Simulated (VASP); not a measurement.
## BH4CF3: single point with PBE

BH4CF3:

```
B F C H
1.0
     8.14325    0.00000    0.00000
     0.00000    8.14325    0.00000
     0.00000    0.00000    8.14325
B F C H
4 12 4 16
Direct
  0.54791 0.73681 0.41633
  0.37102 0.13064 0.59801
  0.00644 0.68102 0.18495
  0.08533 0.67421 0.70567
  0.69449 0.72685 0.48486
  0.52817 0.81355 0.27438
  0.41987 0.66635 0.48807
  0.39852 0.29029 0.59572
  0.49424 0.02723 0.56953
  0.22273 0.07178 0.62877
  0.95552 0.83511 0.19104
  0.16552 0.64768 0.17952
  0.89793 0.55949 0.18120
  0.13756 0.52486 0.74317
  0.06398 0.78593 0.82354
  0.05408 0.71151 0.55081
  0.22085 0.18647 0.19832
  0.68273 0.13203 0.99281
  0.57545 0.59735 0.90076
  0.84877 0.29016 0.54320
  0.22905 0.30235 0.26680
  0.34034 0.12362 0.19866
  0.18597 0.21353 0.07122
  0.12715 0.10672 0.25318
  0.76962 0.21523 0.05308
  0.65676 0.02798 0.07381
  0.73650 0.08728 0.87788
  0.56889 0.19896 0.96688
  0.51523 0.56543 0.01671
  0.61211 0.72687 0.90392
  0.49001 0.57666 0.79879
  0.68379 0.51920 0.88401
  0.83300 0.18979 0.45303
  0.92417 0.24675 0.64566
  0.72784 0.32966 0.58998
  0.91085 0.39470 0.48303
```

```yaml
Program: VASP 6.6.1
Task: single point
Functional: PBE
Potentials_or_basis: VASP PAW PBE potentials, release 64 (B_h, F_h, C_h, H_h)
Cutoff: 1010 eV
k_mesh: 1 × 1 × 1
Occupations: fermi-dirac, width 0.05 eV
Spin: no spin polarisation
```

The pressure is 0.0 GPa, the largest force is 0.393 eV/Å and the band gap on the k mesh is 7.20 eV.

Forces in eV/Å, atoms in the order of the input:
```
B   -0.119  0.021 -0.065
B   -0.074  0.014 -0.031
B    0.053  0.020 -0.079
B    0.043  0.046  0.182
F    0.085  0.000  0.018
F    0.031 -0.020  0.037
F    0.004 -0.004  0.000
F   -0.027 -0.039  0.027
F   -0.014 -0.011  0.014
F    0.111  0.034  0.009
F   -0.016 -0.024  0.040
F   -0.062 -0.016  0.026
F    0.045  0.039  0.017
F   -0.055  0.150  0.086
F    0.010 -0.293 -0.262
F   -0.037  0.090  0.013
C    0.037 -0.017  0.056
C    0.015 -0.008 -0.001
C   -0.015  0.002 -0.046
C   -0.109  0.075 -0.224
H    0.005 -0.080 -0.037
H   -0.097  0.052  0.006
H    0.005  0.003 -0.003
H    0.060  0.058 -0.017
H   -0.001 -0.005  0.000
H    0.011  0.011 -0.004
H   -0.002  0.002  0.005
H    0.004 -0.003 -0.002
H    0.001  0.002 -0.017
H   -0.009 -0.055 -0.013
H    0.045  0.008  0.054
H   -0.031  0.039  0.011
H    0.010  0.255  0.227
H    0.009 -0.016 -0.008
H    0.255 -0.073 -0.141
H   -0.171 -0.259  0.119
```

Stress tensor (GPa, compression positive):
```
 0.02  0.01  0.06
 0.01 -0.11 -0.14
 0.06 -0.14  0.00
```

Levels at points of the mesh, in eV from the valence-band top:
| k point | band 61 | band 62 | band 63 | band 64 | band 65 | band 66 | band 67 | band 68 |
| --- | --- | --- | --- | --- | --- | --- | --- | --- |
| (0.00, 0.00, 0.00) | -0.16 | -0.14 | -0.03 | 0.00 | 7.20 | 8.43 | 8.49 | 8.73 |

It took 4.2 min on 1 thread of Intel(R) Xeon(R) Platinum 8488C (Sapphire Rapids), on a shared host, peak memory 1.1 GiB.

Caveat: the k points lie up to 0.77 Å⁻¹ apart.
